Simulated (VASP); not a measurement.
Here is a VASP 6.6.1 calculation.

INCAR

```
  PREC = Accurate
  ENCUT = 520
  EDIFF = 1E-6
  ISMEAR = 0
  SIGMA = 0.02
  LREAL = False
  LASPH = True
  NELM = 60
  ALGO = Normal
  ISIF = 2
  LWAVE = False
  LCHARG = False
  GGA = CA
  NBANDS = 16
```

File KPOINTS:

```
Automatic mesh
0
Gamma
  12 12 6
```

POSCAR

```
BN
1.0
    2.5227811272      0.0000000000      0.0000000000
   -1.2613905636      2.1847925443      0.0000000000
    0.0000000000      0.0000000000      4.1744585341
B N
2 2
Direct
    0.6666666667      0.3333333333      0.9997126114
    0.3333333333      0.6666666667      0.4997126114
    0.6666666667      0.3333333333      0.6252873886
    0.3333333333      0.6666666667      0.1252873886
```

Potentials or basis: VASP PAW LDA potentials, release 64 (B, N).

Launch:

```console
$ cat potpaw_LDA.64/B/POTCAR potpaw_LDA.64/N/POTCAR > POTCAR
$ mpirun -np 1 vasp_std > vasp.out
```

**Question.** Estimate the pressure.

**Answer.** 1.2 GPa.

**Question.** What does it give for the largest force?

**Answer.** 0.005 eV/Å.

Forces on the atoms (eV/Å):
```
B    0.000  0.000 -0.005
B    0.000  0.000 -0.005
N    0.000  0.000  0.005
N    0.000  0.000  0.005
```
